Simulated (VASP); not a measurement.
# Ga24CN22O (a cell with a defect) in VASP: single point with PBE

Aim: the single point of Ga24CN22O (a cell with a defect) with PBE.

Everything below comes from runs of VASP 6.6.1. Logs are shortened: lines on timing, memory, paths and dates and some standing lists are left out, and cuts for length are marked.

## Step 1: The cell of the first run

The cell holds a defect, 48 atoms: a = 8.302 Å, b = 8.302 Å, c = 8.302 Å, α = 84.36°, β = 84.36°, γ = 84.36°.

## Step 2: Single point, PBE

INCAR reads:

```
SYSTEM = Ga24CN22O
  ALGO = Normal
  EDIFF = 1E-6
  ENCUT = 520
  GGA = PE
  ISIF = 2
  ISMEAR = 0
  LASPH = .TRUE.
  LCHARG = .FALSE.
  LREAL = Auto
  LUSENCCL = .FALSE.
  LWAVE = .FALSE.
  NBANDS = 246
  NELM = 100
  PREC = Accurate
  SIGMA = 0.01
```

KPOINTS reads:

```
Automatic mesh
0
Gamma
  2 2 2
  0.5 0.5 0.5
```

POSCAR reads:

```
Ga24CN22O
1.0
    3.2184289061     -5.5744823859     -5.2430304973
   -6.4368578122      0.0000000000     -5.2430304973
    3.2184289061      5.5744823859     -5.2430304973
Ga C N O
24 1 22 1
Direct
    0.3356855071      0.5014457024      0.1672723894
    0.0007753539      0.1676538894      0.8342408588
    0.6668037766      0.3339431350      0.0002771227
    0.1678272409      0.8343020321      0.0003619085
    0.1677105557      0.3331168786      0.4995590900
    0.8325695450      0.0009812346      0.1668726178
    0.4986845600      0.6680241928      0.8320085279
    0.8324041930      0.4932780223      0.6716566382
    0.5006550178      0.1668640200      0.3316315069
    0.3345785222      0.0010542119      0.6667480510
    0.0048776369      0.6646977925      0.3254669290
    0.6554106175      0.8394739485      0.4964890613
    0.6656634452      0.5027427851      0.3336466832
    0.3345078184      0.1686998344     -0.0001361396
    0.0021397524      0.3330311921      0.1667530903
    0.5009381199      0.8322757125      0.1682693365
    0.5006312607      0.3353045132      0.6658498055
    0.1690588758      0.0004580818      0.3335416498
    0.8320295000      0.6689942832      0.0016721275
    0.1679775547      0.5006739075      0.8349257746
    0.8358308099      0.1679834028      0.4996206840
    0.6671521603      0.0024099803      0.8343048938
    0.3368471958      0.6667369574      0.4988554835
    0.0060789598      0.8397994071      0.6731940517
    0.5423979060      0.7076796530      0.3741247566
    0.2086238784      0.3754797177      0.0415476606
    0.8770290609      0.5400420890      0.2072474094
    0.3740273302      0.0433985720      0.2056397589
    0.3730310542      0.5405688867      0.7096023581
    0.0428452499      0.2076135084      0.3743682164
    0.7092060247      0.8774590139      0.0391091343
    0.0400489015      0.7079500171      0.8748663323
    0.7111190854      0.3740573713      0.5421577759
    0.5419148965      0.2098313776      0.8734148072
    0.2060375835      0.8751784642      0.5423283094
    0.8749215298      0.0418447208      0.7074986007
    0.5424163928      0.3729920053      0.2067193889
    0.2079822282      0.0421416312      0.8742798016
    0.8752745215      0.2087939323      0.0409887953
    0.3734621075      0.7085515238      0.0385644977
    0.3757473664      0.2083767361      0.5405173987
    0.0406401118      0.8749204267      0.2093912330
    0.7082289264      0.5437401209      0.8738094793
    0.0419361443      0.3760491347      0.7076548802
    0.7110174711      0.0442822971      0.3756962796
    0.5432631239      0.8769903885      0.7102084420
    0.2054590422      0.5406785463      0.3757266743
    0.8800707857      0.7081434309      0.5439345021
```

Potentials or basis: VASP PAW PBE potentials, release 64 (Ga_d, C, N, O).

Launch:

```console
$ cat potpaw_PBE.64/Ga_d/POTCAR potpaw_PBE.64/C/POTCAR potpaw_PBE.64/N/POTCAR potpaw_PBE.64/O/POTCAR > POTCAR
$ mpirun -np 1 vasp_std > vasp.out
```

OUTCAR:

```text
SYSTEM = Ga24CN22O
   EDIFF = 1E-6
   ENCUT = 520
   GGA = PE
   ISIF = 2
   ISMEAR = 0
   LASPH = .TRUE.
   LREAL = Auto
   NELM = 100
   PREC = Accurate

 ion  position               nearest neighbor table
   1  0.336  0.501  0.167-  37 1.97  40 1.97  26 1.99  47 1.99
   2  0.001  0.168  0.834-  39 1.96  38 1.96  44 1.98  36 1.98
   3  0.667  0.334  0.000-  37 1.95  39 1.97  34 1.97  43 1.99
   4  0.168  0.834  0.000-  40 1.95  38 1.97  42 1.98  32 1.99
   5  0.168  0.333  0.500-  47 1.95  41 1.97  30 1.97  44 1.97
   6  0.833  0.001  0.167-  31 1.96  45 1.96  39 1.97  42 1.97
[... 40 lines left out ...]
  47  0.205  0.541  0.376-  11 1.93   5 1.95   1 1.99  23 2.00
  48  0.880  0.708  0.544-  24 2.03   8 2.04  11 2.04  12 2.12

  LATTYP: Found a trigonal (rhomboedric) cell.
 ALAT       =     8.3019580395
 COS(alpha) =     0.0982668770

  Lattice vectors:

 A1 = (   3.2184289061,  -5.5744823859,  -5.2430304973)
 A2 = (  -6.4368578122,   0.0000000000,  -5.2430304973)
 A3 = (   3.2184289061,   5.5744823859,  -5.2430304973)

Analysis of symmetry for initial positions (statically):
=====================================================================
 Subroutine PRICEL returns:
 Original cell was already a primitive cell.

 Routine SETGRP: Setting up the symmetry group for a
 trigonal (rhombohedral) supercell.

 Subroutine GETGRP returns: Found  1 space group operations
 (whereof  1 operations were pure point group operations)
 out of a pool of 12 trial point group operations.

The static configuration has the point symmetry C_1 .

Analysis of symmetry for dynamics (positions and initial velocities):
=====================================================================
 Subroutine PRICEL returns:
 Original cell was already a primitive cell.

 Routine SETGRP: Setting up the symmetry group for a
 trigonal (rhombohedral) supercell.

 Subroutine GETGRP returns: Found  1 space group operations
 (whereof  1 operations were pure point group operations)
 out of a pool of 12 trial point group operations.

The dynamic configuration has the point symmetry C_1 .

 Subroutine INISYM returns: Found  1 space group operations
 (whereof  1 operations are pure point group operations),
 and found     1 'primitive' translations

----------------------------------------------------------------------------------------

                                     Primitive cell

  volume of cell :     564.3936

  direct lattice vectors                    reciprocal lattice vectors
     3.218428906 -5.574482386 -5.243030497     0.051785101 -0.089694426 -0.063576463
    -6.436857812  0.000000000 -5.243030497    -0.103570202  0.000000000 -0.063576463
     3.218428906  5.574482386 -5.243030497     0.051785101  0.089694426 -0.063576463

  length of vectors
     8.301958040  8.301958040  8.301958040     0.121526760  0.121526760  0.121526760

  position of ions in fractional coordinates (direct lattice)
     0.335685507  0.501445702  0.167272389
     0.000775354  0.167653889  0.834240859
     0.666803777  0.333943135  0.000277123
     0.167827241  0.834302032  0.000361908
     0.167710556  0.333116879  0.499559090
     0.832569545  0.000981235  0.166872618
[... 40 lines left out ...]
     0.205459042  0.540678546  0.375726674
     0.880070786  0.708143431  0.543934502

  ion indices of the primitive-cell ions
   primitive index   ion index
                 1           1
                 2           2
                 3           3
                 4           4
                 5           5
                 6           6
[... 40 lines left out ...]
                47          47
                48          48

----------------------------------------------------------------------------------------

 KPOINTS: Automatic mesh

Automatic generation of k-mesh.
 Grid dimensions read from file:
 generate k-points for:    2    2    2

 Generating k-lattice:

  Cartesian coordinates                     Fractional coordinates (reciprocal lattice)
     0.025892551 -0.044847213 -0.031788231     0.500000000  0.000000000 -0.000000000
    -0.051785101  0.000000000 -0.031788231     0.000000000  0.500000000  0.000000000
     0.025892551  0.044847213 -0.031788231    -0.000000000  0.000000000  0.500000000

  Length of vectors
     0.060763380  0.060763380  0.060763380

  Shift w.r.t. Gamma in fractional coordinates (k-lattice)
     0.500000000  0.500000000  0.500000000

 Subroutine IBZKPT returns following result:
 ===========================================

 Found      4 irreducible k-points:

 Following reciprocal coordinates:
            Coordinates               Weight
  0.250000  0.250000  0.250000      2.000000
 -0.250000  0.250000  0.250000      2.000000
  0.250000 -0.250000  0.250000      2.000000
  0.250000  0.250000 -0.250000      2.000000
   k-points           NKPTS =      4   k-points in BZ     NKDIM =      4   number of bands    NBANDS=    246
   number of dos      NEDOS =    301   number of ions     NIONS =     48
   total plane-waves  NPLWV = 262144
   dimension x,y,z NGX =    64 NGY =   64 NGZ =   64
   dimension x,y,z NGXF=   128 NGYF=  128 NGZF=  128
   ions per type =              24   1  22   1
   NGX,Y,Z   is equivalent  to a cutoff of  12.82, 12.82, 12.82 a.u.
   NGXF,Y,Z  is equivalent  to a cutoff of  25.63, 25.63, 25.63 a.u.
 SYSTEM =  Ga24CN22O
   PREC   = accura    normal or accurate (medium, high low for compatibility)
   ISTART =      0    job   : 0-new  1-cont  2-samecut
   ICHARG =      2    charge: 1-file 2-atom 10-const
   ISPIN  =      1    spin polarized calculation?
   LNONCOLLINEAR =      F non collinear calculations
   LSORBIT =      F    spin-orbit coupling
   LASPH  =      T    aspherical Exc in radial PAW
   ENCUT  =  520.0 eV  38.22 Ry    6.18 a.u.  15.44 15.44 15.44*2*pi/ulx,y,z
   NELM   =    100;   NELMIN=  2; NELMDL= -5     # of ELM steps
   EDIFF  = 0.1E-05   stopping-criterion for ELM
   LREAL  =      T    real-space projection
   EDIFFG = 0.1E-04   stopping-criterion for IOM
   NSW    =      0    number of steps for IOM
[... 5 lines left out ...]
   TEBEG  =    0.0;   TEEND  =   0.0 temperature during run
   PSTRESS=    0.0 pullay stress
   NELECT =     432.0000    total number of electrons
   NUPDOWN=      -1.0000    fix difference up-down
   EMIN   =  10.00;   EMAX   =-10.00  energy-range for DOS
   EFERMI =   0.00;   METHOD = LEGACY
   ISMEAR =     0;   SIGMA  =   0.01  broadening in eV -4-tet -1-fermi 0-gaus
   EFERMI_NEDOS =   21; number of points for ismear=-14 and -15
   IALGO  =     38    algorithm
   IMIX   =      4    mixing-type and parameters
     AMIX     =   0.40;   BMIX     =  1.00
     AMIX_MAG =   1.60;   BMIX_MAG =  1.00
  volume/ion in A,a.u.               =      11.76        79.35
  Fermi-wavevector in a.u.,A,eV,Ry     =   1.497529  2.829920 30.512351  2.242595
  Thomas-Fermi vector in A             =   2.609406
   LORBIT       =      0    0 simple, 1 ext, 2 COOP (PROOUT), +10 PAW based schemes
   GGA     = PE    functional components
   LHFCALC =     F    Hartree Fock is set to
   AEXX    =    0.0000 exact exchange contribution
   IVDW    =     0    specifies the selected vdW correction
   LEPSILON=     F    determine dielectric tensor
   LRPA    =     F    only Hartree local field effects (RPA)
 non-spin polarized calculation
 Gauss-broadening in eV      SIGMA  =   0.01
  energy-cutoff  :      520.00
  volume of cell :      564.39
 maximum number of plane-waves:     15214
 NGX is ok and might be reduce to    64
   NGX = 31   NGY = 31   NGZ = 31

 number of electron     432.0000013 magnetization

 Free energy of the ion-electron system (eV)
  ---------------------------------------------------
  ext. energy  EPLUGINS =         0.00000000
  ---------------------------------------------------
  free energy    TOTEN  =      -289.44638850 eV

  energy without entropy =     -289.44638850  energy(sigma->0) =     -289.44638850

 E-fermi :   5.1967     XC(G=0): -11.5132

 val. band max:        5.1340899035   @ k =   0.2500   0.2500   0.2500
 cond. band min:       7.8661052701   @ k =   0.2500   0.2500   0.2500
 fundamental gap:      2.7320153666
 Fermi energy:         5.1967013219

 k-point     1 :       0.2500    0.2500    0.2500
  band No.  band energies     occupation
      1     -13.7637      2.00000
      2     -10.5542      2.00000
      3     -10.2166      2.00000
      4     -10.1811      2.00000
      5     -10.1377      2.00000
      6     -10.0425      2.00000
[... 220 lines left out ...]
    227      10.0697      0.00000
    228      10.1056      0.00000

 k-point     2 :      -0.2500    0.2500    0.2500
  band No.  band energies     occupation
      1     -13.7637      2.00000
      2     -10.5249      2.00000
      3     -10.2262      2.00000
      4     -10.2101      2.00000
      5     -10.1494      2.00000
      6     -10.0610      2.00000
[... 220 lines left out ...]
    227      10.1603      0.00000
    228      10.2191      0.00000

 k-point     3 :       0.2500   -0.2500    0.2500
  band No.  band energies     occupation
      1     -13.7637      2.00000
      2     -10.5234      2.00000
      3     -10.2366      2.00000
      4     -10.2018      2.00000
      5     -10.1553      2.00000
      6     -10.0521      2.00000
[... 220 lines left out ...]
    227      10.1332      0.00000
    228      10.2180      0.00000

 k-point     4 :       0.2500    0.2500   -0.2500
  band No.  band energies     occupation
      1     -13.7637      2.00000
      2     -10.5251      2.00000
      3     -10.2359      2.00000
      4     -10.1890      2.00000
      5     -10.1645      2.00000
      6     -10.0592      2.00000
[... 220 lines left out ...]
    227      10.1654      0.00000
    228      10.2041      0.00000
 [bands above 228 left out]

------------------------ aborting loop because EDIFF is reached ----------------------------------------

  FORCE on cell =-STRESS in cart. coord.  units (eV):
  Direction    XX          YY          ZZ          XY          YZ          ZX
  --------------------------------------------------------------------------------------
  -------------------------------------------------------------------------------------
  Total        4.5238707      4.2158601      4.2848442     -0.2385042     -0.1434683      0.1489257
  in kB       12.8421773     11.9678095     12.1636389     -0.6770560     -0.4072720      0.4227641
  external PRESSURE =      12.3245419 kB  Pullay stress =       0.0000000 kB

 VOLUME and BASIS-vectors are now :
 -----------------------------------------------------------------------------
  energy-cutoff  :      520.00
  volume of cell :      564.39
      direct lattice vectors                 reciprocal lattice vectors
     3.218428906 -5.574482386 -5.243030497     0.051785101 -0.089694426 -0.063576463
    -6.436857812  0.000000000 -5.243030497    -0.103570202  0.000000000 -0.063576463
     3.218428906  5.574482386 -5.243030497     0.051785101  0.089694426 -0.063576463

 POSITION                                       TOTAL-FORCE (eV/Angst)
 -----------------------------------------------------------------------------------
     -1.60900     -0.93882     -5.26612         0.000832      0.001028     -0.003986
      1.60828      4.64614     -5.25703         0.000840      0.000987     -0.000385
     -0.00259     -3.71554     -5.24840         0.002818      0.003210      0.000862
     -4.82898     -0.93353     -5.25609         0.001647     -0.002377      0.000396
      0.00333      1.84988     -5.24506        -0.002198      0.000189     -0.000974
      3.21032     -3.71092     -5.24525         0.000268     -0.000992      0.002562
[... 40 lines left out ...]
     -1.60977      0.94915     -5.88197        -0.001768      0.008187      0.000463
      0.02484     -1.87379    -11.17892        -0.003988      0.005067     -0.003696
 -----------------------------------------------------------------------------------
    total drift:                                0.011322      0.030416      0.024387

  FREE ENERGIE OF THE ION-ELECTRON SYSTEM (eV)
  ---------------------------------------------------
  free  energy   TOTEN  =      -289.4463884989 eV

  energy  without entropy=     -289.4463884989  energy(sigma->0) =     -289.44638850
```

Run time: 2.5 min. Hardware: 1 × NVIDIA H100 80GB with 1 thread of Intel Xeon Platinum 8481C at 2.70GHz (Sapphire Rapids), shared host; peak memory 1.7 GiB.

What came out:

```yaml
Free_energy: -289.4464 eV
Pressure: 1.2 GPa
Largest_force: 0.053 eV/Å
Band_gap_on_the_k_mesh: 2.73 eV
```

Forces on the atoms (eV/Å):
```
Ga   0.001  0.001 -0.004
Ga   0.001  0.001  0.000
Ga   0.003  0.003  0.001
Ga   0.002 -0.002  0.000
Ga  -0.002  0.000 -0.001
Ga   0.000 -0.001  0.003
Ga   0.002  0.002  0.002
Ga   0.030  0.019  0.016
Ga  -0.002  0.001  0.003
Ga  -0.001  0.001  0.004
Ga   0.002 -0.037  0.017
Ga  -0.025  0.014  0.044
Ga  -0.026  0.014 -0.008
Ga   0.003  0.003 -0.002
Ga  -0.003  0.001  0.000
Ga   0.022  0.011 -0.012
Ga  -0.003  0.002  0.000
Ga  -0.002 -0.001 -0.001
Ga   0.000  0.002 -0.001
Ga   0.002  0.000 -0.002
Ga   0.000  0.001  0.000
Ga   0.003  0.002 -0.001
Ga   0.001 -0.026 -0.009
Ga  -0.001 -0.002 -0.038
C    0.009  0.001 -0.005
N    0.000 -0.001  0.002
N    0.003 -0.001  0.001
N   -0.006 -0.003  0.001
N    0.002  0.005  0.001
N    0.002  0.001  0.000
N   -0.006 -0.006  0.001
N   -0.002 -0.001  0.005
N    0.003 -0.004 -0.001
N    0.000 -0.002  0.001
N   -0.002  0.008  0.005
N   -0.001 -0.001  0.006
N    0.005 -0.003  0.002
N   -0.001 -0.002 -0.001
N    0.000 -0.002  0.000
N   -0.005 -0.004  0.002
N    0.002  0.000 -0.001
N   -0.001  0.004 -0.002
N   -0.004 -0.004 -0.001
N   -0.004 -0.001 -0.001
N    0.006 -0.001 -0.010
N    0.003 -0.005 -0.010
N   -0.002  0.008  0.000
O   -0.004  0.005 -0.004
```

Stress tensor (GPa, compression positive):
```
 1.28 -0.07  0.04
-0.07  1.20 -0.04
 0.04 -0.04  1.22
```
